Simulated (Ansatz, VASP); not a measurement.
**One calculation of ZnS, two programs**

```xyz
2
Lattice="0.0000 2.6945 2.6945 2.6945 0.0000 2.6945 2.6945 2.6945 0.0000" Properties=species:S:1:pos:R:3 pbc="T T T"
Zn    0.0000    0.0000    0.0000
S     4.0418    4.0418    3.7418
```

Alike in both runs: task single point; functional r2SCAN; k mesh 8 × 8 × 8; occupations gaussian, width 0.05 eV; no spin polarisation.

|  | VASP | Ansatz |
| --- | --- | --- |
| version | VASP 6.6.1 | Ansatz 0.2.0 |
| potentials or method | VASP PAW PBE potentials, release 64 (Zn, S), cutoff 520 eV | scalar-relativistic, plane waves, PAW |
| valence electrons in the cell | 18 | 18 |

|  | VASP | Ansatz | Ansatz less VASP |
| --- | --- | --- | --- |
| gap on the k mesh at the Fermi level (eV) | 2.66 | 2.65 | -0.012 |
| least direct gap on the mesh (eV) | 2.66 | 2.65 | -0.012 |
| pressure (GPa) | 3.1 | 3.1 | -0.09 |
| traceless stress, the component that is largest in VASP (GPa) | -7.52 | -7.42 | +0.104 |
| rms of the force components (eV/Å) | 0.979 | 0.967 | -0.0117 |

VASP's potentials were made for PBE, not for r2SCAN. Atom by atom the forces differ by 0.012 eV/Å (rms over components). With one functional, cell and mesh, what is left measures potentials, basis and numerics.
